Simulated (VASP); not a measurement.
Set up this calculation in VASP 6.6.1, as the native input.

| Item | Value |
| --- | --- |
| Task | single point |
| Functional | PBE |
| Potentials or basis | VASP PAW PBE potentials, release 64 (N, Ga_d, C) |
| Cutoff | 640 eV |
| k mesh | 9 × 9 × 1 |
| Occupations | gaussian, width 0.05 eV |
| Spin | collinear spin |
| Starting moments | [0.0, 0.0, 0.0, 0.0, 2.0] μB |
| Dipole correction | yes |
| Second try | not_converged |
| Further INCAR settings | ALGO = Normal; EDIFF = 1e-06; NBANDS = 32; AMIX = 0.1; BMIX = 0.0001; NELMDL = -8 |

The structure of Ga2CN2 lies in POSCAR:

```
Ga2CN2
1.0
    3.2165072889      0.0000000000      0.0000000000
   -1.6082536444      2.7855770236      0.0000000000
    0.0000000000      0.0000000000     19.1000974262
N Ga C
2 2 1
Direct
    0.0000000000      0.0000000000      0.2094230155
    0.3333333333      0.6666666667      0.3979088303
    0.3333333333      0.6666666667      0.2437980654
    0.6666666667      0.3333333333      0.3952208477
    1.0000000000      1.0000000000      0.4986882094
```

One way to write it, as run:

INCAR

```
  PREC = Accurate
  ENCUT = 640
  EDIFF = 1E-6
  ISMEAR = 0
  SIGMA = 0.05
  LREAL = False
  LASPH = True
  NELM = 300
  ALGO = Normal
  ISIF = 2
  LWAVE = False
  LCHARG = True
  ISPIN = 2
  MAGMOM = 0 0 0 0 2
  LORBIT = 11
  LDIPOL = True
  IDIPOL = 3
  DIPOL = 0.5 0.5 0.349
  GGA = PE
  LVHAR = True
  LVACPOTAV = True
  NBANDS = 32
  GGA_COMPAT = False
  NELMDL = -8
  AMIX = 0.1
  BMIX = 1E-4
  AMIX_MAG = 0.4
  BMIX_MAG = 1E-4
  KPAR = 4
```

KPOINTS

```
regular mesh
0
Gamma
  9 9 1
```

Potentials or basis: VASP PAW PBE potentials, release 64 (N, Ga_d, C).

Launch:

```console
$ cat potpaw_PBE.64/N/POTCAR potpaw_PBE.64/Ga_d/POTCAR potpaw_PBE.64/C/POTCAR > POTCAR
$ mpirun -np 4 vasp_std > vasp.out
```

It gave:

```json
{"Largest force": "2.736 eV/Å", "Net moment": "0.95 μB per cell", "Site moments": "N -0.01, +0.01; Ga +0.00, +0.03; C +0.47 μB", "Valence electrons inside the program's atomic spheres": "N 3.57, 3.69; Ga 11.67, 11.88; C 1.99"}
```

Caveat: a moment this small can come from the mesh or the smearing.

It took 3.7 min on 4 MPI ranks on Intel(R) Xeon(R) Platinum 8259CL CPU @ 2.50GHz (Skylake/Cascade Lake), with other jobs on the host, peak memory 0.53 GiB a rank.
